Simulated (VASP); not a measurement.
**WSe2: single point with PBE**

System: WSe2, a slab with vacuum.

```
W Se
1.0
     3.31785    0.00000    0.00000
    -1.65893    2.87335    0.00000
     0.00000    0.00000   16.32522
W Se
1 2
Direct
  0.00000 0.00000 0.50000
  0.33333 0.66667 0.60187
  0.33333 0.66667 0.39813
```

| Property | Result |
| --- | --- |
| Program | VASP 6.6.1 |
| Task | single point |
| Functional | PBE |
| Potentials or basis | VASP PAW PBE potentials, release 64 (W_sv, Se) |
| Cutoff | 520 eV |
| k mesh | 24 × 24 × 1 |
| Occupations | gaussian, width 0.05 eV |
| Spin | no spin polarisation |
| Dipole correction | no |
| Further INCAR settings | ALGO = Normal; EDIFF = 1e-06; NBANDS = 20 |

The largest force is 0.324 eV/Å. The band gap on the k mesh is 1.52 eV.

Forces in eV/Å, atoms in the order of the input:
```
W    0.000  0.000  0.000
Se   0.000  0.000  0.324
Se   0.000  0.000 -0.324
```

Levels at points of the mesh, in eV from the valence-band top:
| k point | band 10 | band 11 | band 12 | band 13 | band 14 | band 15 | band 16 | band 17 |
| --- | --- | --- | --- | --- | --- | --- | --- | --- |
| (0.00, 0.00, 0.00) | -2.10 | -1.28 | -1.28 | -0.27 | 2.93 | 2.93 | 3.13 | 3.13 |
| (0.50, 0.00, 0.00) | -3.01 | -2.08 | -0.97 | -0.97 | 2.35 | 2.74 | 3.73 | 4.37 |

It took 6.2 min on 1 thread of Intel(R) Xeon(R) Platinum 8259CL CPU @ 2.50GHz (Skylake/Cascade Lake) (shared host), peak memory 0.38 GiB.

Caveat: there is no dipole correction, which matters where the two faces differ; spin-orbit coupling is left out, which moves the levels of the heavy elements.
